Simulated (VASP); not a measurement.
# Si2W (P6_222) in VASP: notebook

Si2W is run at these levels: PBE; tasks: single point.

All numbers are computed with VASP 6.6.1; they aren't measurements. Logs are shortened: lines on timing, memory, paths and dates and some standing lists are left out, and cuts for length are marked.

## Step 1: The cell of the first run

It takes space group P6_222 (No. 180, hexagonal). The conventional cell has a = 4.717 Å, b = 4.717 Å, c = 6.360 Å, α = 90.00°, β = 90.00°, γ = 120.00°. Si (site symmetry 2) has 9 Si at 2.51 to 3.20 Å and 5 W at 2.53 to 2.75 Å within 3.3 Å. W (site symmetry 222) has 10 Si at 2.53 to 2.75 Å and 4 W at 3.17 Å within 3.3 Å.

## Step 2: Single point, PBE (c/a of the conventional cell at fixed volume 1.3483)

Input file INCAR:

```
PREC = Accurate
ENCUT = 520
EDIFF = 1E-6
ISMEAR = 0
SIGMA = 0.03
LREAL = F
LASPH = T
NELM = 80
ALGO = Normal
ISIF = 2
LWAVE = F
LCHARG = F
GGA = PE
NBANDS = 43
```

Input file KPOINTS:

```
Automatic mesh
0
Gamma
  9 9 6
```

Input file POSCAR:

```
Si2W
1.0
    4.7172346901      0.0000000000      0.0000000000
   -2.3586173451      4.0852450772      0.0000000000
    0.0000000000      0.0000000000      6.3602475327
Si W
6 3
Direct
    0.8363432358      0.6726864716      0.5000000000
    0.1636567642      0.8363432358      0.8333333333
    0.6726864716      0.8363432358      0.1666666667
    0.1636567642      0.3273135284      0.5000000000
    0.8363432358      0.1636567642      0.8333333333
    0.3273135284      0.1636567642      0.1666666667
    0.0000000000      0.5000000000      0.1666666667
    0.5000000000      0.5000000000      0.8333333333
    0.5000000000      0.0000000000      0.5000000000
```

Potentials or basis: VASP PAW PBE potentials, release 64 (Si, W_sv).

The run is started by

```bash
$ cat potpaw_PBE.64/Si/POTCAR potpaw_PBE.64/W_sv/POTCAR > POTCAR
$ mpirun -np 1 vasp_std > vasp.out
```

OUTCAR:

```text
PREC = Accurate
   ENCUT = 520
   EDIFF = 1E-6
   ISMEAR = 0
   LREAL = F
   LASPH = T
   NELM = 80
   ISIF = 2
   GGA = PE

 ion  position               nearest neighbor table
   1  0.836  0.673  0.500-   2 2.51   3 2.51   8 2.53   7 2.53   4 2.67   9 2.71   9 2.71   9 2.75
                             4 2.75   4 2.75   6 3.14   5 3.14
   2  0.164  0.836  0.833-   1 2.51   6 2.51   9 2.53   7 2.53   5 2.67   8 2.71   8 2.71   8 2.75
                             5 2.75   5 2.75   4 3.14   3 3.14
   3  0.673  0.836  0.167-   1 2.51   5 2.51   9 2.53   8 2.53   6 2.67   7 2.71   7 2.71   7 2.75
                             6 2.75   6 2.75   4 3.14   2 3.14
   4  0.164  0.327  0.500-   5 2.51   6 2.51   8 2.53   7 2.53   1 2.67   9 2.71   9 2.71   9 2.75
                             1 2.75   1 2.75   3 3.14   2 3.14
   5  0.836  0.164  0.833-   4 2.51   3 2.51   9 2.53   7 2.53   2 2.67   8 2.71   8 2.71   8 2.75
                             2 2.75   2 2.75   1 3.14   6 3.14
   6  0.327  0.164  0.167-   4 2.51   2 2.51   9 2.53   8 2.53   3 2.67   7 2.71   7 2.71   7 2.75
                             3 2.75   3 2.75   1 3.14   5 3.14
   7  0.000  0.500  0.167-   1 2.53   4 2.53   2 2.53   5 2.53   6 2.71   3 2.71   6 2.71   3 2.71
                             3 2.75   6 2.75   9 3.17   9 3.17   8 3.17   8 3.17
   8  0.500  0.500  0.833-   1 2.53   4 2.53   3 2.53   6 2.53   5 2.71   2 2.71   2 2.71   5 2.71
                             5 2.75   2 2.75   9 3.17   9 3.17   7 3.17   7 3.17
   9  0.500  0.000  0.500-   2 2.53   5 2.53   3 2.53   6 2.53   4 2.71   1 2.71   4 2.71   1 2.71
                             4 2.75   1 2.75   7 3.17   7 3.17   8 3.17   8 3.17

  LATTYP: Found a hexagonal cell.
 ALAT       =     4.7172346901
 C/A-ratio  =     1.3483000000

  Lattice vectors:

 A1 = (   4.7172346901,   0.0000000000,   0.0000000000)
 A2 = (  -2.3586173451,   4.0852450772,   0.0000000000)
 A3 = (   0.0000000000,   0.0000000000,   6.3602475327)

Analysis of symmetry for initial positions (statically):
=====================================================================
 Subroutine PRICEL returns:
 Original cell was already a primitive cell.

 Routine SETGRP: Setting up the symmetry group for a
 hexagonal supercell.

 Subroutine GETGRP returns: Found 12 space group operations
 (whereof  4 operations were pure point group operations)
 out of a pool of 24 trial point group operations.

The static configuration has the point symmetry D_2 .
 The point group associated with its full space group is D_6 .

Analysis of symmetry for dynamics (positions and initial velocities):
=====================================================================
 Subroutine PRICEL returns:
 Original cell was already a primitive cell.

 Routine SETGRP: Setting up the symmetry group for a
 hexagonal supercell.

 Subroutine GETGRP returns: Found 12 space group operations
 (whereof  4 operations were pure point group operations)
[... 133 lines left out ...]
   EFERMI_NEDOS =   21; number of points for ismear=-14 and -15
   IALGO  =     38    algorithm
   IMIX   =      4    mixing-type and parameters
     AMIX     =   0.40;   BMIX     =  1.00
     AMIX_MAG =   1.60;   BMIX_MAG =  1.00
  volume/ion in A,a.u.               =      13.62        91.90
  Fermi-wavevector in a.u.,A,eV,Ry     =   1.331873  2.516876 24.135194  1.773887
  Thomas-Fermi vector in A             =   2.460851
   LORBIT       =      0    0 simple, 1 ext, 2 COOP (PROOUT), +10 PAW based schemes
   GGA     = PE    functional components
   LHFCALC =     F    Hartree Fock is set to
   AEXX    =    0.0000 exact exchange contribution
   IVDW    =     0    specifies the selected vdW correction
   LEPSILON=     F    determine dielectric tensor
   LRPA    =     F    only Hartree local field effects (RPA)
 non-spin polarized calculation
 Gauss-broadening in eV      SIGMA  =   0.03
  energy-cutoff  :      520.00
  volume of cell :      122.57
 maximum number of plane-waves:      3318
 NGX is ok and might be reduce to    36
   NGX = 17   NGY = 17   NGZ = 23

 number of electron      65.9999992 magnetization

 Free energy of the ion-electron system (eV)
  ---------------------------------------------------
  ext. energy  EPLUGINS =         0.00000000
  ---------------------------------------------------
  free energy    TOTEN  =       -73.53745964 eV

  energy without entropy =      -73.53745932  energy(sigma->0) =      -73.53745948

 E-fermi :  12.5264     XC(G=0): -12.4719

 val. band max:       12.4519709047   @ k =   0.0000   0.0000   0.3333
 cond. band min:      12.6065163835   @ k =   0.4444  -0.0000   0.0000
 fundamental gap:      0.1545454789
 Fermi energy:        12.5264133290

 k-point     1 :       0.0000    0.0000    0.0000
  band No.  band energies     occupation
      1     -61.9497      2.00000
      2     -61.9363      2.00000
      3     -61.9363      2.00000
      4     -26.3268      2.00000
      5     -26.3167      2.00000
      6     -26.3167      2.00000
[... 1093 lines left out ...]
     42      15.4016      0.00000
     43      15.4316      0.00000

 [... further k-points ...]

------------------------ aborting loop because EDIFF is reached ----------------------------------------

  FORCE on cell =-STRESS in cart. coord.  units (eV):
  Direction    XX          YY          ZZ          XY          YZ          ZX
  --------------------------------------------------------------------------------------
  -------------------------------------------------------------------------------------
  Total       -2.9756158     -2.9756158     10.8421224      0.0000000     -0.0000000      0.0000000
  in kB      -38.8962583    -38.8962583    141.7246097      0.0000000     -0.0000000      0.0000000
  external PRESSURE =      21.3106977 kB  Pullay stress =       0.0000000 kB

 VOLUME and BASIS-vectors are now :
 -----------------------------------------------------------------------------
  energy-cutoff  :      520.00
  volume of cell :      122.57
      direct lattice vectors                 reciprocal lattice vectors
     4.717234690  0.000000000  0.000000000     0.211988605  0.122391678  0.000000000
    -2.358617345  4.085245077  0.000000000     0.000000000  0.244783356  0.000000000
     0.000000000  0.000000000  6.360247533     0.000000000  0.000000000  0.157226585

 POSITION                                       TOTAL-FORCE (eV/Angst)
 -----------------------------------------------------------------------------------
      2.35862      2.74809      3.18012        -0.000000      0.121167      0.000000
     -1.20061      3.41667      5.30021        -0.104934      0.060583      0.000000
      1.20061      3.41667      1.06004         0.104934      0.060583     -0.000000
     -0.00000      1.33716      3.18012         0.000000     -0.121167      0.000000
      3.55922      0.66858      5.30021         0.104934     -0.060583      0.000000
      1.15801      0.66858      1.06004        -0.104934     -0.060583      0.000000
     -1.17931      2.04262      1.06004        -0.000000      0.000000     -0.000000
      1.17931      2.04262      5.30021        -0.000000      0.000000     -0.000000
      2.35862      0.00000      3.18012        -0.000000      0.000000      0.000000
 -----------------------------------------------------------------------------------
    total drift:                               -0.000000      0.000000      0.000000

  FREE ENERGIE OF THE ION-ELECTRON SYSTEM (eV)
  ---------------------------------------------------
  free  energy   TOTEN  =       -73.5374596446 eV

  energy  without entropy=      -73.5374593176  energy(sigma->0) =      -73.53745948
```

OSZICAR:

```text
N       E                     dE             d eps       ncg     rms          rms(c)
DAV:   1     0.632757818007E+03    0.63276E+03   -0.35246E+04  4232   0.157E+03
DAV:   2    -0.367409624632E+02   -0.66950E+03   -0.64596E+03  4408   0.446E+02
DAV:   3    -0.750188076447E+02   -0.38278E+02   -0.36834E+02  5195   0.973E+01
DAV:   4    -0.760185679557E+02   -0.99976E+00   -0.98777E+00  5120   0.145E+01
DAV:   5    -0.760371972890E+02   -0.18629E-01   -0.18588E-01  5184   0.215E+00    0.429E+01
DAV:   6    -0.738854419231E+02    0.21518E+01   -0.11944E+01  5069   0.166E+01    0.148E+01
DAV:   7    -0.736165797349E+02    0.26886E+00   -0.13733E+00  4883   0.463E+00    0.773E+00
DAV:   8    -0.735391590700E+02    0.77421E-01   -0.19033E-01  5053   0.242E+00    0.576E-01
DAV:   9    -0.735379619561E+02    0.11971E-02   -0.15335E-02  5426   0.509E-01    0.360E-01
DAV:  10    -0.735375723723E+02    0.38958E-03   -0.29633E-03  5205   0.338E-01    0.111E-01
DAV:  11    -0.735374629344E+02    0.10944E-03   -0.48468E-04  5053   0.129E-01    0.301E-02
DAV:  12    -0.735374613589E+02    0.15755E-05   -0.20043E-05  5311   0.229E-02    0.986E-03
DAV:  13    -0.735374598162E+02    0.15427E-05   -0.10411E-06  3024   0.491E-03    0.202E-03
DAV:  14    -0.735374596446E+02    0.17161E-06   -0.25395E-07  2671   0.225E-03
   1 F= -.73537460E+02 E0= -.73537459E+02  d E =-.326997E-06
```

It took 2.7 min on 1 thread of AMD EPYC 9R45 (Zen 5), shared host; peak memory 0.32 GiB.

Results:

```yaml
Free_energy: -73.5375 eV
Pressure: 2.1 GPa
Largest_force: 0.121 eV/Å
Band_gap_on_the_k_mesh: 0.15 eV, indirect (least direct gap 0.47 eV)
```

Forces in eV/Å, atoms in the order of the input:
```
Si   0.000  0.121  0.000
Si  -0.105  0.061  0.000
Si   0.105  0.061  0.000
Si   0.000 -0.121  0.000
Si   0.105 -0.061  0.000
Si  -0.105 -0.061  0.000
W    0.000  0.000  0.000
W    0.000  0.000  0.000
W    0.000  0.000  0.000
```

Levels at points of the mesh, in eV from the valence-band top:
```
           k point  band 29  band 30  band 31  band 32  band 33  band 34  band 35  band 36  band 37  band 38
(0.00, 0.00, 0.00)    -3.59    -3.59    -3.48    -2.90    -0.79     1.83     1.83     2.16     2.16     2.48
(0.00, 0.00, 0.50)    -3.15    -3.15    -3.01    -0.31    -0.31     2.05     2.13     2.13     2.16     2.43
```

Caveat: spin-orbit coupling is left out, which moves the levels of the heavy elements.

## Step 3: Single point, PBE (c/a of the conventional cell at fixed volume 1.4405)

Input file INCAR:

```
PREC     = Accurate       # precision mode
ENCUT    = 520            # plane-wave cutoff, eV
EDIFF    = 1E-6           # SCF threshold, eV
ISMEAR   = 0              # smearing method
SIGMA    = 0.03           # smearing width, eV
LREAL    = F              # projectors in reciprocal space
LASPH    = T              # aspherical terms in the spheres
NELM     = 100            # most SCF steps
ALGO     = Normal         # electronic algorithm
ISIF     = 2              # what is computed and relaxed
LWAVE    = F              # write WAVECAR
LCHARG   = F              # write CHGCAR
GGA      = PE             # functional
NBANDS   = 43             # bands
```

Input file KPOINTS:

```
regular mesh
0
Gamma
  9 9 6
```

Input file POSCAR:

```
Si2W
1.0
    4.6143995253      0.0000000000      0.0000000000
   -2.3071997627      3.9961872121      0.0000000000
    0.0000000000      0.0000000000      6.6468916183
Si W
6 3
Direct
    0.8238313095      0.6476626189      0.5000000000
    0.1761686905      0.8238313095      0.8333333333
    0.6476626189      0.8238313095      0.1666666667
    0.1761686905      0.3523373811      0.5000000000
    0.8238313095      0.1761686905      0.8333333333
    0.3523373811      0.1761686905      0.1666666667
    0.0000000000      0.5000000000      0.1666666667
    0.5000000000      0.5000000000      0.8333333333
    0.5000000000      0.0000000000      0.5000000000
```

Potentials or basis: VASP PAW PBE potentials, release 64 (Si, W_sv).

The run is started by

```bash
$ cat potpaw_PBE.64/Si/POTCAR potpaw_PBE.64/W_sv/POTCAR > POTCAR
$ mpirun -np 1 vasp_std > vasp.out
```

Wall time 2.9 min (1 thread of AMD EPYC 9R45 (Zen 5), shared host); peak memory 0.33 GiB.

It converged, with:

- Free energy: -73.3598 eV
- Pressure: 2.0 GPa
- Largest force: 1.532 eV/Å
- Band gap on the k mesh: 0.26 eV, indirect (least direct gap 0.69 eV)

Forces in eV/Å, atoms in the order of the input:
```
Si   0.000  1.532  0.000
Si  -1.327  0.766  0.000
Si   1.327  0.766  0.000
Si   0.000 -1.532  0.000
Si   1.327 -0.766  0.000
Si  -1.327 -0.766  0.000
W    0.000  0.000  0.000
W    0.000  0.000  0.000
W    0.000  0.000  0.000
```

Stress tensor (GPa, compression positive):
```
1.82 0.00 0.00
0.00 1.82 0.00
0.00 0.00 2.23
```

Levels at points of the mesh, in eV from the valence-band top:
```
           k point  band 29  band 30  band 31  band 32  band 33  band 34  band 35  band 36  band 37  band 38
(0.00, 0.00, 0.00)    -2.90    -2.84    -2.84    -2.54    -1.03     2.47     2.56     2.56     2.57     2.61
(0.00, 0.00, 0.50)    -2.83    -2.83    -1.87    -0.71    -0.71     1.52     2.24     2.27     2.27     2.44
```

Caveat: spin-orbit coupling is left out, which moves the levels of the heavy elements; forces of over 1 eV/Å act on the atoms, so gaps and moduli don't describe the material at rest. A k mesh can miss the band edges.

## Step 4: Single point, PBE (c/a of the conventional cell at fixed volume 1.4866)

Input file INCAR:

```
SYSTEM = Si2W
  ALGO = Normal
  EDIFF = 1E-7
  ENCUT = 520
  GGA = PE
  ISIF = 2
  ISMEAR = 0
  LASPH = .TRUE.
  LCHARG = .FALSE.
  LREAL = .FALSE.
  LWAVE = .FALSE.
  NBANDS = 43
  NELM = 80
  PREC = Accurate
  SIGMA = 0.03
```

Input file KPOINTS:

```
k-points
0
G
  9 9 6
  0 0 0
```

Input file POSCAR:

```
Si2W
1.0
    4.5661651910      0.0000000000      0.0000000000
   -2.2830825955      3.9544150533      0.0000000000
    0.0000000000      0.0000000000      6.7880611730
Si W
6 3
Direct
    0.8363432358      0.6726864716      0.5000000000
    0.1636567642      0.8363432358      0.8333333333
    0.6726864716      0.8363432358      0.1666666667
    0.1636567642      0.3273135284      0.5000000000
    0.8363432358      0.1636567642      0.8333333333
    0.3273135284      0.1636567642      0.1666666667
    0.0000000000      0.5000000000      0.1666666667
    0.5000000000      0.5000000000      0.8333333333
    0.5000000000      0.0000000000      0.5000000000
```

The run is started by

```bash
$ cat potpaw_PBE.64/Si/POTCAR potpaw_PBE.64/W_sv/POTCAR > POTCAR
$ mpirun -np 1 vasp_std > vasp.out
```

It took 2.9 min on 1 thread of AMD EPYC 9R45 (Zen 5), shared host; peak memory 0.32 GiB.

The run converged. Its results:

```yaml
Free_energy: -73.7707 eV
Pressure: 0.0 GPa
Largest_force: 0.037 eV/Å
Band_gap_on_the_k_mesh: 0.24 eV, indirect (least direct gap 0.86 eV)
```

Forces on the atoms (eV/Å):
```
Si   0.000 -0.037  0.000
Si   0.032 -0.019  0.000
Si  -0.032 -0.019  0.000
Si   0.000  0.037  0.000
Si  -0.032  0.019  0.000
Si   0.032  0.019  0.000
W    0.000  0.000  0.000
W    0.000  0.000  0.000
W    0.000  0.000  0.000
```

Stress tensor (GPa, compression positive):
```
 2.54  0.00  0.00
 0.00  2.54  0.00
 0.00  0.00 -5.20
```

Levels at points of the mesh, in eV from the valence-band top:
| k point | band 29 | band 30 | band 31 | band 32 | band 33 | band 34 | band 35 | band 36 | band 37 | band 38 |
| --- | --- | --- | --- | --- | --- | --- | --- | --- | --- | --- |
| (0.00, 0.00, 0.00) | -3.01 | -3.01 | -2.63 | -2.25 | -0.83 | 2.35 | 2.40 | 2.40 | 2.48 | 2.89 |
| (0.00, 0.00, 0.50) | -2.35 | -2.35 | -2.23 | -0.80 | -0.80 | 1.79 | 2.13 | 2.13 | 2.40 | 2.58 |

Caveat: spin-orbit coupling is left out, which moves the levels of the heavy elements.

## Step 5: The runs side by side

| cell | gap on the mesh (eV) | pressure (GPa) | largest force (eV/Å) |
| --- | --- | --- | --- |
| a = 4.717, b = 4.717, c = 6.360 Å, angles 90.0, 90.0, 120.0°, 9 atoms | 0.15 | 2.1 | 0.12 |
| a = 4.614, b = 4.614, c = 6.647 Å, angles 90.0, 90.0, 120.0°, 9 atoms | 0.26 | 2.0 | 1.53 |
| a = 4.566, b = 4.566, c = 6.788 Å, angles 90.0, 90.0, 120.0°, 9 atoms | 0.24 | 0.0 | 0.04 |

Alike in all rows: task single point; level PBE; potentials or basis VASP PAW PBE potentials, release 64 (Si, W_sv); no spin polarisation; k mesh 9 × 9 × 6; cutoff (eV) 520; smearing gaussian 0.03 eV.

Caveats: spin-orbit coupling is left out, which moves the levels of the heavy elements; forces of over 1 eV/Å act on the atoms, so gaps and moduli don't describe the material at rest (some runs).

Absolute energies hang on the potentials; compare differences alone.
